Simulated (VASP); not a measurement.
Write the native input for VASP 6.6.1 that does the following.

* Task: single point
* Functional: PBE
* Potentials or basis: VASP PAW PBE potentials, release 64 (V_sv)
* Cutoff: 520 eV
* k mesh: 49 × 49 × 49
* Occupations: fermi-dirac, width 0.0612256 eV
* Spin: no spin polarisation
* Dipole correction: no
* Further INCAR settings: ALGO = Normal; EDIFF = 1e-07; NBANDS = 12

The structure of V lies in POSCAR:

```
V
1.0
    0.0000000000      1.8829168543      1.8829168543
    1.8829168543      0.0000000000      1.8829168543
    1.8829168543      1.8829168543      0.0000000000
V
1
Direct
    0.0000000000      0.0000000000      0.0000000000
```

The input as run:

INCAR

```
SYSTEM = V
  ALGO = Normal
  EDIFF = 1E-7
  ENCUT = 520
  GGA = PE
  ISIF = 2
  ISMEAR = -1
  LASPH = .True.
  LCHARG = .False.
  LREAL = .False.
  LWAVE = .False.
  NBANDS = 12
  NELM = 60
  PREC = Accurate
  SIGMA = 0.06122561905347299
```

KPOINTS

```
k-points
0
Gamma
  49 49 49
  0 0 0
```

Potentials or basis: VASP PAW PBE potentials, release 64 (V_sv).

Command:

```bash
$ cat potpaw_PBE.64/V_sv/POTCAR > POTCAR
$ mpirun -np 1 vasp_std > vasp.out
```

Results of the run:

| Property | Result |
| --- | --- |
| Pressure | 8.0 GPa |

Wall time 8.6 min on 1 thread of Oxide Virtual Turin-like Processor (shared host), peak memory 0.49 GiB.
